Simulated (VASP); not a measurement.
# H19C2NO8 in VASP: single point with PBEsol

Aim: the single point of H19C2NO8 with PBEsol.

All numbers are computed with VASP 6.6.1; they aren't measurements. Logs are shortened: lines on timing, memory, paths and dates and some standing lists are left out, and cuts for length are marked.

## 1. The cell of the first run

The cell holds a disordered packing, 30 atoms: a = 6.889 Å, b = 6.889 Å, c = 6.889 Å, α = 90.00°, β = 90.00°, γ = 90.00°.

## 2. Single point, PBEsol

Contents of INCAR:

```
PREC     = Accurate       # precision mode
ENCUT    = 1000           # plane-wave cutoff, eV
EDIFF    = 1E-6           # SCF threshold, eV
ISMEAR   = -1             # smearing method
SIGMA    = 0.05           # smearing width, eV
LREAL    = Auto         
LASPH    = True           # aspherical terms in the spheres
NELM     = 120            # most SCF steps
ALGO     = Normal         # electronic algorithm
ISIF     = 2              # what is computed and relaxed
LWAVE    = False          # write WAVECAR
LCHARG   = False          # write CHGCAR
GGA      = PS             # functional
NBANDS   = 61             # bands
GGA_COMPAT= False
```

Contents of KPOINTS:

```
Automatic mesh
0
Gamma
  1 1 1
```

Contents of POSCAR:

```
H19C2NO8
1.0
    6.8894190000      0.0000000000      0.0000000000
    0.0000000000      6.8894190000      0.0000000000
    0.0000000000      0.0000000000      6.8894190000
O H C N
8 19 2 1
Direct
    0.1262753566      0.9987852495      0.9553711577
    0.4079798089      0.2386180059      0.8659927913
    0.2874187708      0.4238868305      0.1673598816
    0.9267894517      0.3281036100      1.0644353525
    0.7553395088      0.4248077534      0.7145603010
    0.6837047662     -0.0533690601      0.2949142121
    0.0687637059      0.9185441404      0.3496523322
    0.3627185850      0.1484900023      0.4530516689
    0.2494210258      1.0664072628      0.9146607423
    0.0705900366      0.9416502080      0.8393337016
    0.5461797158      0.2626058183      0.8403338810
    0.3711704760      0.3210006413      0.9868451982
    0.1446053556      0.4064628827      0.1435438542
    0.3199282679      0.3417429552      0.2809979772
    0.8781902420      0.3774917764      0.9386785486
    0.9800189145      0.1989470671      1.0299477051
    0.7012530185      0.5579332885      0.7178511038
    0.7864330189      0.4002805635      0.5783853225
    0.5790498847      0.0240350582      0.3577808864
    0.6503054297     -0.0584321764      0.1573862976
   -0.0758475310      0.9386872279      0.3433370426
    0.1042733697      0.9104094247      0.2107777519
    0.3716218064      0.1705905477      0.5942892206
    0.2424361012      0.0678495247      0.4299408357
    0.1225747017      0.6403786658      0.7901604198
    0.1730302659      0.7084903777      0.5380573853
    0.2572441518      0.4773641069      0.6405596438
    0.2302836327      0.6334499901      0.6705238724
    0.4099365394      0.7198752718      0.7322143221
    0.5587354222      0.7865031855      0.7768992900
```

Potentials or basis: VASP PAW PBE potentials, release 64 (O_h, H_h, C_h, N_h).

On the command line:

```bash
> cat potpaw_PBE.64/O_h/POTCAR potpaw_PBE.64/H_h/POTCAR potpaw_PBE.64/C_h/POTCAR potpaw_PBE.64/N_h/POTCAR > POTCAR
> mpirun -np 1 vasp_gam > vasp.out
```

OUTCAR:

```text
PREC = Accurate
   ENCUT = 1000
   EDIFF = 1E-6
   ISMEAR = -1
   LREAL = Auto
   LASPH = True
   NELM = 120
   ISIF = 2
   GGA = PS

 ion  position               nearest neighbor table
   1  0.126  0.999  0.955-  10 0.97   9 1.01
   2  0.408  0.239  0.866-  11 0.98  12 1.04
   3  0.287  0.424  0.167-  14 0.99  13 1.00
   4  0.927  0.328  0.064-  15 0.99  16 0.99
   5  0.755  0.425  0.715-  18 0.98  17 0.99
   6  0.684  0.947  0.295-  20 0.98  19 1.00
   7  0.069  0.919  0.350-  22 0.99  21 1.01
   8  0.363  0.148  0.453-  23 0.99  24 1.01
   9  0.249  0.066  0.915-   1 1.01
  10  0.071  0.942  0.839-   1 0.97
  11  0.546  0.263  0.840-   2 0.98
  12  0.371  0.321  0.987-   2 1.04
  13  0.145  0.406  0.144-   3 1.00
  14  0.320  0.342  0.281-   3 0.99
[... 11 lines left out ...]
  26  0.173  0.708  0.538-  28 1.12
  27  0.257  0.477  0.641-  28 1.11
  28  0.230  0.633  0.671-  25 1.11  27 1.11  26 1.12  29 1.44
  29  0.410  0.720  0.732-  30 1.16  28 1.44
  30  0.559  0.787  0.777-  29 1.16

  LATTYP: Found a simple cubic cell.
 ALAT       =     6.8894190000

  Lattice vectors:

 A1 = (   6.8894190000,   0.0000000000,   0.0000000000)
 A2 = (   0.0000000000,   6.8894190000,   0.0000000000)
 A3 = (   0.0000000000,   0.0000000000,   6.8894190000)

Analysis of symmetry for initial positions (statically):
=====================================================================
 Subroutine PRICEL returns:
 Original cell was already a primitive cell.

 Routine SETGRP: Setting up the symmetry group for a
 simple cubic supercell.

 Subroutine GETGRP returns: Found  1 space group operations
 (whereof  1 operations were pure point group operations)
 out of a pool of 48 trial point group operations.

The static configuration has the point symmetry C_1 .

Analysis of symmetry for dynamics (positions and initial velocities):
=====================================================================
 Subroutine PRICEL returns:
 Original cell was already a primitive cell.

 Routine SETGRP: Setting up the symmetry group for a
 simple cubic supercell.

 Subroutine GETGRP returns: Found  1 space group operations
 (whereof  1 operations were pure point group operations)
 out of a pool of 48 trial point group operations.

The dynamic configuration has the point symmetry C_1 .

 Subroutine INISYM returns: Found  1 space group operations
 (whereof  1 operations are pure point group operations),
 and found     1 'primitive' translations

----------------------------------------------------------------------------------------

                                     Primitive cell

  volume of cell :     327.0000

  direct lattice vectors                    reciprocal lattice vectors
     6.889419000  0.000000000  0.000000000     0.145150121  0.000000000  0.000000000
     0.000000000  6.889419000  0.000000000     0.000000000  0.145150121  0.000000000
     0.000000000  0.000000000  6.889419000     0.000000000  0.000000000  0.145150121

  length of vectors
     6.889419000  6.889419000  6.889419000     0.145150121  0.145150121  0.145150121

  position of ions in fractional coordinates (direct lattice)
     0.126275357  0.998785250  0.955371158
     0.407979809  0.238618006  0.865992791
     0.287418771  0.423886831  0.167359882
     0.926789452  0.328103610  0.064435352
     0.755339509  0.424807753  0.714560301
     0.683704766  0.946630940  0.294914212
[... 22 lines left out ...]
     0.409936539  0.719875272  0.732214322
     0.558735422  0.786503186  0.776899290

  ion indices of the primitive-cell ions
   primitive index   ion index
                 1           1
                 2           2
                 3           3
                 4           4
                 5           5
                 6           6
[... 22 lines left out ...]
                29          29
                30          30

----------------------------------------------------------------------------------------

 KPOINTS: Automatic mesh

Automatic generation of k-mesh.
 Grid dimensions read from file:
 generate k-points for:    1    1    1

 Generating k-lattice:

  Cartesian coordinates                     Fractional coordinates (reciprocal lattice)
     0.145150121  0.000000000  0.000000000     1.000000000  0.000000000  0.000000000
     0.000000000  0.145150121  0.000000000     0.000000000  1.000000000  0.000000000
     0.000000000  0.000000000  0.145150121     0.000000000  0.000000000  1.000000000

  Length of vectors
     0.145150121  0.145150121  0.145150121

  Shift w.r.t. Gamma in fractional coordinates (k-lattice)
     0.000000000  0.000000000  0.000000000

 Subroutine IBZKPT returns following result:
 ===========================================

 Found      1 irreducible k-points:

 Following reciprocal coordinates:
            Coordinates               Weight
  0.000000  0.000000  0.000000      1.000000
   k-points           NKPTS =      1   k-points in BZ     NKDIM =      1   number of bands    NBANDS=     61
   number of dos      NEDOS =    301   number of ions     NIONS =     30
   total plane-waves  NPLWV = 373248
   dimension x,y,z NGX =    72 NGY =   72 NGZ =   72
   dimension x,y,z NGXF=   144 NGYF=  144 NGZF=  144
   ions per type =               8  19   2   1
   NGX,Y,Z   is equivalent  to a cutoff of  17.37, 17.37, 17.37 a.u.
   NGXF,Y,Z  is equivalent  to a cutoff of  34.75, 34.75, 34.75 a.u.
 SYSTEM =  unknown system
   PREC   = accura    normal or accurate (medium, high low for compatibility)
   ISTART =      0    job   : 0-new  1-cont  2-samecut
   ICHARG =      2    charge: 1-file 2-atom 10-const
   ISPIN  =      1    spin polarized calculation?
   LNONCOLLINEAR =      F non collinear calculations
   LSORBIT =      F    spin-orbit coupling
   LASPH  =      T    aspherical Exc in radial PAW
   ENCUT  = 1000.0 eV  73.50 Ry    8.57 a.u.  17.76 17.76 17.76*2*pi/ulx,y,z
   NELM   =    120;   NELMIN=  2; NELMDL= -5     # of ELM steps
   EDIFF  = 0.1E-05   stopping-criterion for ELM
   LREAL  =      T    real-space projection
   EDIFFG = 0.1E-04   stopping-criterion for IOM
   NSW    =      0    number of steps for IOM
   IBRION =     -1    ionic relax: 0-MD 1-quasi-New 2-CG
   NFREE  =      0    steps in history (QN), initial steepest desc. (CG)
   ISIF   =      2    stress and relaxation
   ISYM   =      2    0-nonsym 1-usesym 2-fastsym
   POTIM  = 0.5000    time-step for ionic-motion
   TEBEG  =    0.0;   TEEND  =   0.0 temperature during run
   PSTRESS=    0.0 pullay stress
   NELECT =      80.0000    total number of electrons
   NUPDOWN=      -1.0000    fix difference up-down
   EMIN   =  10.00;   EMAX   =-10.00  energy-range for DOS
   EFERMI =   0.00;   METHOD = LEGACY
   ISMEAR =    -1;   SIGMA  =   0.05  broadening in eV -4-tet -1-fermi 0-gaus
   EFERMI_NEDOS =   21; number of points for ismear=-14 and -15
   IALGO  =     38    algorithm
   IMIX   =      4    mixing-type and parameters
     AMIX     =   0.40;   BMIX     =  1.00
     AMIX_MAG =   1.60;   BMIX_MAG =  1.00
  volume/ion in A,a.u.               =      10.90        73.56
  Fermi-wavevector in a.u.,A,eV,Ry     =   1.023895  1.934882 14.263826  1.048362
  Thomas-Fermi vector in A             =   2.157653
   LORBIT       =      0    0 simple, 1 ext, 2 COOP (PROOUT), +10 PAW based schemes
   GGA     = PS    functional components
   LHFCALC =     F    Hartree Fock is set to
   AEXX    =    0.0000 exact exchange contribution
   IVDW    =     0    specifies the selected vdW correction
   LEPSILON=     F    determine dielectric tensor
   LRPA    =     F    only Hartree local field effects (RPA)
 non-spin polarized calculation
  energy-cutoff  :     1000.00
  volume of cell :      327.00
 maximum number of plane-waves:     11792
 NGX is ok and might be reduce to    70
   NGX = 35   NGY = 35   NGZ = 35

 number of electron      80.0000002 magnetization

 Free energy of the ion-electron system (eV)
  ---------------------------------------------------
  ext. energy  EPLUGINS =         0.00000000
  ---------------------------------------------------
  free energy    TOTEN  =      -155.42929463 eV

  energy without entropy =     -155.42929463  energy(sigma->0) =     -155.42929463

 E-fermi :  -2.1253     XC(G=0):  -6.6576

 val. band max:       -3.3523747695   @ k =   0.0000   0.0000   0.0000
 cond. band min:       1.4813529199   @ k =   0.0000   0.0000   0.0000
 fundamental gap:      4.8337276894
 Fermi energy:        -2.1253151359

 k-point     1 :       0.0000    0.0000    0.0000
  band No.  band energies     occupation
      1     -22.4112      2.00000
      2     -22.2578      2.00000
      3     -21.8509      2.00000
      4     -21.5426      2.00000
      5     -21.3156      2.00000
      6     -21.2292      2.00000
[... 44 lines left out ...]
     51       6.3743      0.00000
     52       6.6461      0.00000
 [bands above 52 left out]

------------------------ aborting loop because EDIFF is reached ----------------------------------------

  FORCE on cell =-STRESS in cart. coord.  units (eV):
  Direction    XX          YY          ZZ          XY          YZ          ZX
  --------------------------------------------------------------------------------------
  -------------------------------------------------------------------------------------
  Total       -0.8487245      0.3481057     -2.2456190     -0.3465646     -0.2841626     -0.1653813
  in kB       -4.1584314      1.7055870    -11.0026895     -1.6980362     -1.3922902     -0.8103061
  external PRESSURE =      -4.4851780 kB  Pullay stress =       0.0000000 kB

 VOLUME and BASIS-vectors are now :
 -----------------------------------------------------------------------------
  energy-cutoff  :     1000.00
  volume of cell :      327.00
      direct lattice vectors                 reciprocal lattice vectors
     6.889419000  0.000000000  0.000000000     0.145150121  0.000000000  0.000000000
     0.000000000  6.889419000  0.000000000     0.000000000  0.145150121  0.000000000
     0.000000000  0.000000000  6.889419000     0.000000000  0.000000000  0.145150121

 POSITION                                       TOTAL-FORCE (eV/Angst)
 -----------------------------------------------------------------------------------
      0.86996      6.88105      6.58195        -0.019144     -0.001956      0.090642
      2.81074      1.64394      5.96619        -0.001354     -0.012966     -0.012414
      1.98015      2.92033      1.15301         0.096103      0.037301     -0.054762
      6.38504      2.26044      0.44392         0.015859      0.052626     -0.093995
      5.20385      2.92668      4.92291         0.005202      0.019367     -0.205811
      4.71033      6.52174      2.03179        -0.126558      0.102172      0.034892
[... 22 lines left out ...]
      2.82422      4.95952      5.04453        -0.009539      0.031347     -0.107995
      3.84936      5.41855      5.35238        -0.018512     -0.076260      0.026203
 -----------------------------------------------------------------------------------
    total drift:                                0.000577      0.004386     -0.000887

  FREE ENERGIE OF THE ION-ELECTRON SYSTEM (eV)
  ---------------------------------------------------
  free  energy   TOTEN  =      -155.4292946258 eV

  energy  without entropy=     -155.4292946258  energy(sigma->0) =     -155.42929463
```

It took 95 s on 1 thread of Intel Xeon Platinum 8488C (Sapphire Rapids), shared host; peak memory 0.77 GiB.

Results:

* Free energy: -155.4293 eV
* Pressure: -0.4 GPa
* Largest force: 0.296 eV/Å

Forces in eV/Å, atoms in the order of the input:
```
O   -0.019 -0.002  0.091
O   -0.001 -0.013 -0.012
O    0.096  0.037 -0.055
O    0.016  0.053 -0.094
O    0.005  0.019 -0.206
O   -0.127  0.102  0.035
O   -0.095  0.005 -0.174
O    0.017  0.035  0.083
H    0.062  0.022 -0.044
H   -0.009 -0.006 -0.010
H   -0.047  0.005 -0.005
H   -0.011  0.011 -0.059
H   -0.020 -0.020 -0.005
H   -0.053 -0.049  0.007
H    0.028 -0.047  0.105
H    0.012 -0.044 -0.005
H   -0.014 -0.037  0.057
H   -0.005 -0.003  0.194
H    0.015 -0.126 -0.109
H    0.007  0.018  0.136
H    0.096  0.028  0.045
H   -0.002  0.016  0.134
H   -0.025  0.045 -0.019
H    0.010 -0.047 -0.069
H    0.162 -0.052 -0.168
H    0.110 -0.139  0.237
H   -0.051  0.232  0.009
C   -0.130  0.000 -0.017
C   -0.010  0.031 -0.108
N   -0.019 -0.076  0.026
```

Stress tensor (GPa, compression positive):
```
-0.42 -0.17 -0.08
-0.17  0.17 -0.14
-0.08 -0.14 -1.10
```

Caveat: the k points lie up to 0.91 Å⁻¹ apart, too coarse for converged energies, forces and pressures; the PAW data sets were made with another functional, which shifts forces and pressure a little.
